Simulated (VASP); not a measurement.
Input of a VASP 6.6.1 run:

File INCAR:

```
  PREC = Accurate
  ENCUT = 520
  EDIFF = 1E-8
  ISMEAR = -1
  SIGMA = 0.02
  LREAL = F
  LASPH = T
  NELM = 100
  ALGO = Normal
  ISIF = 2
  LWAVE = F
  LCHARG = F
  GGA = PE
  LEFG = T
  NBANDS = 44
```

File KPOINTS:

```
Automatic mesh
0
Gamma
  4 4 4
```

POSCAR

```
SiO2
1.0
   -4.4720405200      4.4720405200      2.6117703500
    4.4720405200     -4.4720405200      2.6117703500
    4.4720405200      4.4720405200     -2.6117703500
Si O
4 8
Direct
    0.1768885800      0.1768885800      0.3537771600
    0.8231114200      0.1768885800      0.0000000000
    0.1768885800      0.8231114200      0.0000000000
    0.8231114200      0.8231114200      0.6462228400
    0.5000000000      0.5000000000      0.5000000000
    0.0000000000      0.5000000000      0.0000000000
    0.5000000000      0.0000000000      0.0000000000
    0.0000000000      0.0000000000      0.5000000000
    0.0000000000      0.2085486600      0.2085486600
    0.7914513400      0.0000000000      0.7914513400
    0.2085486600      0.0000000000      0.2085486600
    0.0000000000      0.7914513400      0.7914513400
```

Potentials or basis: VASP PAW PBE potentials, release 64 (Si, O).

Launch:

```sh
$ cat potpaw_PBE.64/Si/POTCAR potpaw_PBE.64/O/POTCAR > POTCAR
$ mpirun -np 1 vasp_std > vasp.out
```

**Question.** Predict the largest force.

**Answer.** 0.204 eV/Å.

**Question.** Predict the pressure.

**Answer.** 3.7 GPa.

**Question.** Estimate the band gap on the k mesh.

**Answer.** 5.45 eV, indirect (least direct gap 5.46 eV).

Forces on the atoms (eV/Å):
```
Si  -0.012 -0.012  0.000
Si  -0.012  0.012  0.000
Si   0.012 -0.012  0.000
Si   0.012  0.012  0.000
O    0.000  0.000  0.000
O    0.000  0.000  0.000
O    0.000  0.000  0.000
O    0.000  0.000  0.000
O    0.204  0.000  0.000
O    0.000 -0.204  0.000
O    0.000  0.204  0.000
O   -0.204  0.000  0.000
```

Caveat: without QUAD_EFG the Cq values of the log hold for a quadrupole moment of 1 mb, not for the nuclei. Expect the measured gap to be larger: semilocal functionals such as PBE lack the derivative discontinuity.
